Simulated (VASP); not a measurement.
# MgI2 (R-3m) in VASP: a series of runs

MgI2 is run at these levels: PBE; tasks: single point, relaxation of cell and atoms.

Program: VASP 6.6.1. These are calculated values, not measurements. Logs are shortened: lines on timing, memory, paths and dates and some standing lists are left out, and cuts for length are marked.

### 1 The cell of the first run

The structure is trigonal, space group R-3m (No. 166). The conventional cell has a = 4.306 Å, b = 4.306 Å, c = 19.506 Å, α = 90.00°, β = 90.00°, γ = 120.00°. Mg (site symmetry -3m) has 6 I at 2.97 Å within 3.9 Å. Within 3.9 Å of I (site symmetry 3m) lie 3 Mg at 2.97 Å.

### 2 Single point, PBE

INCAR reads:

```
SYSTEM = MgI2
  ALGO = Normal
  EDIFF = 1E-6
  ENCUT = 520
  GGA = PE
  ISIF = 2
  ISMEAR = 0
  LASPH = .True.
  LCHARG = .False.
  LREAL = .False.
  LWAVE = .False.
  NBANDS = 15
  NELM = 100
  PREC = Accurate
  SIGMA = 0.1
```

KPOINTS reads:

```
k-points
0
Gamma
  6 6 6
  0 0 0
```

POSCAR reads:

```
MgI2
1.0
    2.1528137173      1.2429275792      6.5020481438
   -2.1528137173      1.2429275792      6.5020481438
    0.0000000000     -2.4858551584      6.5020481438
Mg I
1 2
Direct
    0.0000000000      0.0000000000      0.0000000000
    0.7500000000      0.7500000000      0.7500000000
    0.2500000000      0.2500000000      0.2500000000
```

Potentials or basis: VASP PAW PBE potentials, release 64 (Mg, I).

Launch:

```
$ cat potpaw_PBE.64/Mg/POTCAR potpaw_PBE.64/I/POTCAR > POTCAR
$ mpirun -np 1 vasp_std > vasp.out
```

OUTCAR:

```text
SYSTEM = MgI2
   EDIFF = 1E-6
   ENCUT = 520
   GGA = PE
   ISIF = 2
   ISMEAR = 0
   LASPH = .True.
   LREAL = .False.
   NELM = 100
   PREC = Accurate

 ion  position               nearest neighbor table
   1  0.000  0.000  0.000-   2 2.97   2 2.97   3 2.97   3 2.97   2 2.97   3 2.97
   2  0.750  0.750  0.750-   1 2.97   1 2.97   1 2.97
   3  0.250  0.250  0.250-   1 2.97   1 2.97   1 2.97

  LATTYP: Found a trigonal (rhomboedric) cell.
 ALAT       =     6.9610420149
 COS(alpha) =     0.8087090652

  Lattice vectors:

 A1 = (   2.1528137173,   1.2429275792,   6.5020481438)
 A2 = (  -2.1528137173,   1.2429275792,   6.5020481438)
 A3 = (   0.0000000000,  -2.4858551584,   6.5020481438)

Analysis of symmetry for initial positions (statically):
=====================================================================
 Subroutine PRICEL returns:
 Original cell was already a primitive cell.

 Routine SETGRP: Setting up the symmetry group for a
 trigonal (rhombohedral) supercell.

 Subroutine GETGRP returns: Found 12 space group operations
 (whereof 12 operations were pure point group operations)
 out of a pool of 12 trial point group operations.

The static configuration has the point symmetry D_3d.

Analysis of symmetry for dynamics (positions and initial velocities):
=====================================================================
 Subroutine PRICEL returns:
 Original cell was already a primitive cell.

 Routine SETGRP: Setting up the symmetry group for a
 trigonal (rhombohedral) supercell.

 Subroutine GETGRP returns: Found 12 space group operations
 (whereof 12 operations were pure point group operations)
 out of a pool of 12 trial point group operations.

The dynamic configuration has the point symmetry D_3d.

 Subroutine INISYM returns: Found 12 space group operations
 (whereof 12 operations are pure point group operations),
 and found     1 'primitive' translations

----------------------------------------------------------------------------------------

                                     Primitive cell

  volume of cell :     104.3888

  direct lattice vectors                    reciprocal lattice vectors
     2.152813717  1.242927579  6.502048144     0.232254187  0.134092017  0.051265897
    -2.152813717  1.242927579  6.502048144    -0.232254187  0.134092017  0.051265897
     0.000000000 -2.485855158  6.502048144     0.000000000 -0.268184035  0.051265897

  length of vectors
     6.961042015  6.961042015  6.961042015     0.273040050  0.273040050  0.273040050

  position of ions in fractional coordinates (direct lattice)
     0.000000000  0.000000000  0.000000000
     0.750000000  0.750000000  0.750000000
     0.250000000  0.250000000  0.250000000

  ion indices of the primitive-cell ions
   primitive index   ion index
                 1           1
                 2           2
                 3           3

----------------------------------------------------------------------------------------

 KPOINTS: k-points

Automatic generation of k-mesh.
 Grid dimensions read from file:
 generate k-points for:    6    6    6

 Generating k-lattice:

  Cartesian coordinates                     Fractional coordinates (reciprocal lattice)
     0.038709031  0.022348670  0.008544316     0.166666667  0.000000000  0.000000000
    -0.038709031  0.022348670  0.008544316     0.000000000  0.166666667  0.000000000
     0.000000000 -0.044697339  0.008544316     0.000000000  0.000000000  0.166666667

  Length of vectors
     0.045506675  0.045506675  0.045506675

  Shift w.r.t. Gamma in fractional coordinates (k-lattice)
     0.000000000  0.000000000  0.000000000

 Subroutine IBZKPT returns following result:
 ===========================================

 Found     32 irreducible k-points:

 Following reciprocal coordinates:
            Coordinates               Weight
  0.000000  0.000000  0.000000      1.000000
  0.166667  0.000000  0.000000      6.000000
  0.333333  0.000000  0.000000      6.000000
  0.500000  0.000000  0.000000      3.000000
  0.166667  0.166667  0.000000      6.000000
  0.333333  0.166667  0.000000     12.000000
[... 16 lines left out ...]
  0.500000  0.500000  0.166667      6.000000
 -0.333333  0.500000  0.166667     12.000000
 [... further k-points ...]
   k-points           NKPTS =     32   k-points in BZ     NKDIM =     32   number of bands    NBANDS=     15
   number of dos      NEDOS =    301   number of ions     NIONS =      3
   total plane-waves  NPLWV = 157464
   dimension x,y,z NGX =    54 NGY =   54 NGZ =   54
   dimension x,y,z NGXF=   108 NGYF=  108 NGZF=  108
   ions per type =               1   2
   NGX,Y,Z   is equivalent  to a cutoff of  12.90, 12.90, 12.90 a.u.
   NGXF,Y,Z  is equivalent  to a cutoff of  25.79, 25.79, 25.79 a.u.
 SYSTEM =  MgI2
   PREC   = accura    normal or accurate (medium, high low for compatibility)
   ISTART =      0    job   : 0-new  1-cont  2-samecut
   ICHARG =      2    charge: 1-file 2-atom 10-const
   ISPIN  =      1    spin polarized calculation?
   LNONCOLLINEAR =      F non collinear calculations
   LSORBIT =      F    spin-orbit coupling
   LASPH  =      T    aspherical Exc in radial PAW
   ENCUT  =  520.0 eV  38.22 Ry    6.18 a.u.  12.94 12.94 12.94*2*pi/ulx,y,z
   NELM   =    100;   NELMIN=  2; NELMDL= -5     # of ELM steps
   EDIFF  = 0.1E-05   stopping-criterion for ELM
   LREAL  =      F    real-space projection
   EDIFFG = 0.1E-04   stopping-criterion for IOM
   NSW    =      0    number of steps for IOM
   IBRION =     -1    ionic relax: 0-MD 1-quasi-New 2-CG
   NFREE  =      0    steps in history (QN), initial steepest desc. (CG)
   ISIF   =      2    stress and relaxation
   ISYM   =      2    0-nonsym 1-usesym 2-fastsym
   POTIM  = 0.5000    time-step for ionic-motion
   TEBEG  =    0.0;   TEEND  =   0.0 temperature during run
   PSTRESS=    0.0 pullay stress
   NELECT =      16.0000    total number of electrons
   NUPDOWN=      -1.0000    fix difference up-down
   EMIN   =  10.00;   EMAX   =-10.00  energy-range for DOS
   EFERMI =   0.00;   METHOD = LEGACY
   ISMEAR =     0;   SIGMA  =   0.10  broadening in eV -4-tet -1-fermi 0-gaus
   EFERMI_NEDOS =   21; number of points for ismear=-14 and -15
   IALGO  =     38    algorithm
   IMIX   =      4    mixing-type and parameters
     AMIX     =   0.40;   BMIX     =  1.00
     AMIX_MAG =   1.60;   BMIX_MAG =  1.00
  volume/ion in A,a.u.               =      34.80       234.82
  Fermi-wavevector in a.u.,A,eV,Ry     =   0.876120  1.655627 10.443645  0.767586
  Thomas-Fermi vector in A             =   1.995886
   LORBIT       =      0    0 simple, 1 ext, 2 COOP (PROOUT), +10 PAW based schemes
   GGA     = PE    functional components
   LHFCALC =     F    Hartree Fock is set to
   AEXX    =    0.0000 exact exchange contribution
   IVDW    =     0    specifies the selected vdW correction
   LEPSILON=     F    determine dielectric tensor
   LRPA    =     F    only Hartree local field effects (RPA)
 non-spin polarized calculation
 Gauss-broadening in eV      SIGMA  =   0.10
  energy-cutoff  :      520.00
  volume of cell :      104.39
 maximum number of plane-waves:      2828
 NGX is ok and might be reduce to    54
   NGX = 25   NGY = 25   NGZ = 25

 number of electron      16.0000001 magnetization

 Free energy of the ion-electron system (eV)
  ---------------------------------------------------
  ext. energy  EPLUGINS =         0.00000000
  ---------------------------------------------------
  free energy    TOTEN  =        -7.64181467 eV

  energy without entropy =       -7.64181467  energy(sigma->0) =       -7.64181467

 E-fermi :   2.9599     XC(G=0):  -8.1730

 val. band max:        2.5123091671   @ k =   0.0000   0.0000   0.0000
 cond. band min:       5.2668807541   @ k =   0.5000   0.5000   0.0000
 fundamental gap:      2.7545715870
 Fermi energy:         2.9599309020

 k-point     1 :       0.0000    0.0000    0.0000
  band No.  band energies     occupation
      1      -9.7717      2.00000
      2      -8.9666      2.00000
      3      -1.1858      2.00000
      4       1.4913      2.00000
      5       1.4913      2.00000
      6       1.9772      2.00000
      7       1.9772      2.00000
      8       2.5123      2.00000
      9       5.5092      0.00000
     10       6.5980      0.00000
     11       8.3180      0.00000
     12       8.3180      0.00000
     13       9.7218      0.00000
     14       9.7218      0.00000
     15      10.5011      0.00000

 k-point     2 :       0.1667    0.0000    0.0000
  band No.  band energies     occupation
      1      -9.6460      2.00000
      2      -8.9345      2.00000
      3      -0.9822      2.00000
      4       0.7398      2.00000
      5       1.1456      2.00000
      6       1.3259      2.00000
      7       1.8095      2.00000
      8       2.2824      2.00000
      9       6.3363      0.00000
     10       7.2977      0.00000
     11       8.0966      0.00000
     12       8.8098      0.00000
     13       9.3030      0.00000
     14      10.2458      0.00000
     15      10.9246      0.00000

 k-point     3 :       0.3333    0.0000    0.0000
  band No.  band energies     occupation
      1      -9.3378      2.00000
      2      -8.9062      2.00000
      3      -0.7461      2.00000
      4      -0.1910      2.00000
      5       0.2184      2.00000
      6       1.0429      2.00000
      7       1.5020      2.00000
      8       1.6539      2.00000
      9       6.1453      0.00000
     10       7.7380      0.00000
     11       9.0186      0.00000
     12       9.6248      0.00000
     13       9.6531      0.00000
     14      10.3903      0.00000
     15      11.3503      0.00000
[... 343 lines left out ...]
 k-point    23 :       0.5000    0.5000    0.1667
  band No.  band energies     occupation
      1      -9.2526      2.00000
      2      -8.9992      2.00000
      3      -1.0544      2.00000
      4      -0.5218      2.00000
      5       0.8102      2.00000
      6       1.2264      2.00000
      7       1.8139      2.00000
      8       1.8249      2.00000
      9       5.7208      0.00000
     10       7.4805      0.00000
     11       7.8502      0.00000
     12       9.0111      0.00000
     13       9.4304      0.00000
     14      10.7413      0.00000
     15      11.5087      0.00000

 k-point    24 :      -0.3333    0.5000    0.1667
  band No.  band energies     occupation
      1      -9.0987      2.00000
      2      -8.9578      2.00000
      3      -1.2501      2.00000
      4      -0.6414      2.00000
      5       0.3306      2.00000
      6       1.0429      2.00000
      7       1.4506      2.00000
      8       1.7662      2.00000
      9       5.9736      0.00000
     10       7.8207      0.00000
     11       8.0634      0.00000
     12       8.6546      0.00000
     13       9.8356      0.00000
     14      10.6595      0.00000
     15      12.0710      0.00000

 [... further k-points ...]

------------------------ aborting loop because EDIFF is reached ----------------------------------------

  FORCE on cell =-STRESS in cart. coord.  units (eV):
  Direction    XX          YY          ZZ          XY          YZ          ZX
  --------------------------------------------------------------------------------------
  -------------------------------------------------------------------------------------
  Total       -0.5055978     -0.5055978      0.9900194      0.0000000      0.0000000      0.0000000
  in kB       -7.7600054     -7.7600054     15.1949962      0.0000000      0.0000000      0.0000000
  external PRESSURE =      -0.1083382 kB  Pullay stress =       0.0000000 kB

 VOLUME and BASIS-vectors are now :
 -----------------------------------------------------------------------------
  energy-cutoff  :      520.00
  volume of cell :      104.39
      direct lattice vectors                 reciprocal lattice vectors
     2.152813717  1.242927579  6.502048144     0.232254187  0.134092017  0.051265897
    -2.152813717  1.242927579  6.502048144    -0.232254187  0.134092017  0.051265897
     0.000000000 -2.485855158  6.502048144     0.000000000 -0.268184035  0.051265897

 POSITION                                       TOTAL-FORCE (eV/Angst)
 -----------------------------------------------------------------------------------
      0.00000      0.00000      0.00000         0.000000      0.000000      0.000000
      0.00000      0.00000     14.62961        -0.000000      0.000000     -0.159109
      0.00000      0.00000      4.87654        -0.000000      0.000000      0.159109
 -----------------------------------------------------------------------------------
    total drift:                               -0.000000      0.000000      0.000000

  FREE ENERGIE OF THE ION-ELECTRON SYSTEM (eV)
  ---------------------------------------------------
  free  energy   TOTEN  =        -7.6418146681 eV

  energy  without entropy=       -7.6418146681  energy(sigma->0) =       -7.64181467
```

Run time: 98 s. Hardware: 1 thread of Intel Xeon Platinum 8488C (Sapphire Rapids), shared host; peak memory 0.39 GiB.

Results:

| Item | Value |
| --- | --- |
| Free energy | -7.6418 eV |
| Pressure | 0.0 GPa |
| Largest force | 0.159 eV/Å |
| Band gap on the k mesh | 2.75 eV, indirect (least direct gap 3.00 eV) |

Forces on the atoms (eV/Å):
```
Mg   0.000  0.000  0.000
I    0.000  0.000 -0.159
I    0.000  0.000  0.159
```

Caveat: spin-orbit coupling is left out, which moves the levels of the heavy elements.

### 3 Single point, PBE

This run uses another cell than the first one, of 40.24 Å³/atom, 1.156 times its volume.

INCAR reads:

```
SYSTEM = MgI2
PREC = Accurate
ENCUT = 520
EDIFF = 1E-6
ISMEAR = 0
SIGMA = 0.02
LREAL = .FALSE.
LASPH = .TRUE.
NELM = 100
ALGO = Normal
ISIF = 2
LWAVE = .FALSE.
LCHARG = .TRUE.
GGA = PE
LELF = .TRUE.
LVHAR = .TRUE.
NBANDS = 15
```

KPOINTS reads:

```
regular mesh
0
G
  6 6 6
  0 0 0
```

POSCAR reads:

```
MgI2
1.0
    2.1041936022      1.2148567426      7.8706507037
   -2.1041936022      1.2148567426      7.8706507037
    0.0000000000     -2.4297134853      7.8706507037
Mg I
1 2
Direct
    0.0000000000      0.0000000000      0.0000000000
    0.7374803393      0.7374803393      0.7374803393
    0.2625196607      0.2625196607      0.2625196607
```

Potentials or basis: VASP PAW PBE potentials, release 64 (Mg, I).

Launch:

```
$ cat potpaw_PBE.64/Mg/POTCAR potpaw_PBE.64/I/POTCAR > POTCAR
$ mpirun -np 1 vasp_std > vasp.out
```

It took 2.7 min on 1 thread of Intel Xeon Platinum 8488C (Sapphire Rapids), shared host; peak memory 0.54 GiB.

It converged, with:

| Item | Value |
| --- | --- |
| Free energy | -7.7386 eV |
| Pressure | 0.0 GPa |
| Largest force | 0.008 eV/Å |
| Band gap on the k mesh | 3.52 eV, indirect (least direct gap 3.71 eV) |

Forces on the atoms (eV/Å):
```
Mg   0.000  0.000  0.000
I    0.000  0.000 -0.008
I    0.000  0.000  0.008
```

Levels at points of the mesh, in eV from the valence-band top:
| k point | band 5 | band 6 | band 7 | band 8 | band 9 | band 10 | band 11 | band 12 |
| --- | --- | --- | --- | --- | --- | --- | --- | --- |
| (0.00, 0.00, 0.00) | -0.29 | -0.29 | 0.00 | 0.00 | 3.71 | 4.89 | 6.65 | 6.65 |
| (0.50, 0.00, 0.00) | -1.30 | -1.11 | -0.75 | -0.43 | 3.74 | 5.61 | 6.11 | 6.82 |
| (0.50, 0.50, 0.00) | -1.23 | -1.14 | -0.51 | -0.39 | 3.52 | 5.28 | 5.52 | 6.78 |
| (0.50, 0.50, 0.50) | -0.27 | -0.27 | -0.02 | -0.02 | 4.34 | 4.89 | 6.69 | 6.69 |

Caveat: spin-orbit coupling is left out, which moves the levels of the heavy elements.

### 4 Single point, PBE

This run uses another cell than the first one, of 40.24 Å³/atom, 1.156 times its volume.

INCAR reads:

```
PREC     = Accurate       # precision mode
ENCUT    = 520            # plane-wave cutoff, eV
EDIFF    = 1E-6           # SCF threshold, eV
ISMEAR   = 0              # smearing method
SIGMA    = 0.02           # smearing width, eV
LREAL    = False          # projectors in reciprocal space
LASPH    = True           # aspherical terms in the spheres
NELM     = 100            # most SCF steps
ALGO     = Normal         # electronic algorithm
ISIF     = 2              # what is computed and relaxed
LWAVE    = False          # write WAVECAR
LCHARG   = False          # write CHGCAR
GGA      = PE             # functional
NBANDS   = 15             # bands
```

KPOINTS reads:

```
regular mesh
0
Gamma
  6 6 6
```

POSCAR is that of step 3.

Launch:

```
$ cat potpaw_PBE.64/Mg/POTCAR potpaw_PBE.64/I/POTCAR > POTCAR
$ mpirun -np 1 vasp_std > vasp.out
```

Wall time 2.6 min (1 thread of Intel Xeon Platinum 8488C (Sapphire Rapids), shared host); peak memory 0.54 GiB.

It converged, with:

| Quantity | Value |
| --- | --- |
| Free energy | -7.7386 eV |
| Pressure | 0.0 GPa |
| Largest force | 0.008 eV/Å |
| Band gap on the k mesh | 3.52 eV, indirect (least direct gap 3.71 eV) |

Forces on the atoms (eV/Å):
```
Mg   0.000  0.000  0.000
I    0.000  0.000 -0.008
I    0.000  0.000  0.008
```

Levels at points of the mesh, in eV from the valence-band top:
| k point | band 6 | band 7 | band 8 | band 9 | band 10 | band 11 |
| --- | --- | --- | --- | --- | --- | --- |
| (0.00, 0.00, 0.00) | -0.29 | 0.00 | 0.00 | 3.71 | 4.89 | 6.65 |
| (0.50, 0.00, 0.00) | -1.11 | -0.75 | -0.43 | 3.74 | 5.61 | 6.11 |
| (0.50, 0.50, 0.00) | -1.14 | -0.51 | -0.39 | 3.52 | 5.28 | 5.52 |
| (0.50, 0.50, 0.50) | -0.27 | -0.02 | -0.02 | 4.34 | 4.89 | 6.69 |

Caveat: spin-orbit coupling is left out, which moves the levels of the heavy elements.

(Part 1 of 2 ends here.)
